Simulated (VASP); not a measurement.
Write the native input for VASP 6.6.1 that does the following.

```
Task                   : single point
Functional             : PBEsol
Potentials or basis    : VASP PAW PBE potentials, release 64 (Zr_sv, Sn_d, I)
Cutoff                 : 520 eV
k mesh                 : 4 × 4 × 4
Occupations            : fermi-dirac, width 0.05 eV
Spin                   : no spin polarisation
Dipole correction      : no
Further INCAR settings : ALGO = Normal; EDIFF = 1e-07; NBANDS = 44
```

The structure of ZrSnI6 lies in POSCAR:

```
ZrSnI6
1.0
    3.6617741113      2.1135683788      6.6528147893
   -3.6602162597      2.1131239653      6.6521414376
    0.0003898243     -4.2275179920      6.6528042221
Zr Sn I
1 1 6
Direct
    0.4990551475      0.5003128866      0.4989337520
   -0.0007705024      0.0000511599     -0.0009360118
    0.5554189675      0.9123935941      0.2719167454
    0.9109950345      0.2728441292      0.5554520921
    0.7258043387      0.4438617941      0.0869949556
    0.0868192329      0.7276628995      0.4425879690
    0.4426308743      0.0880110758      0.7266228943
    0.2710901159      0.5566539567      0.9112464218
```

One way to write it, as run:

INCAR

```
PREC = Accurate ; ENCUT = 520
EDIFF = 1E-7 ; ISMEAR = -1
SIGMA = 0.05 ; LREAL = False
LASPH = True ; NELM = 100
ALGO = Normal ; ISIF = 2
LWAVE = False ; LCHARG = False
GGA = PS ; NBANDS = 44
```

KPOINTS

```
Automatic mesh
0
Gamma
  4 4 4
```

Potentials or basis: VASP PAW PBE potentials, release 64 (Zr_sv, Sn_d, I).

Command:

```sh
$ cat potpaw_PBE.64/Zr_sv/POTCAR potpaw_PBE.64/Sn_d/POTCAR potpaw_PBE.64/I/POTCAR > POTCAR
$ mpirun -np 1 vasp_std > vasp.out
```

Results of the run:

```
Pressure               : 0.0 GPa
Largest force          : 0.008 eV/Å
Band gap on the k mesh : 0.96 eV (least direct gap 1.22 eV)
```

Caveat: the PAW data sets were made with another functional, which shifts forces and pressure a little; spin-orbit coupling is left out, which moves the levels of the heavy elements.

Run time: 12 min on 1 thread of AMD EPYC 7R43 64-Core Processor (Zen 3), on a shared host, peak memory 0.73 GiB.
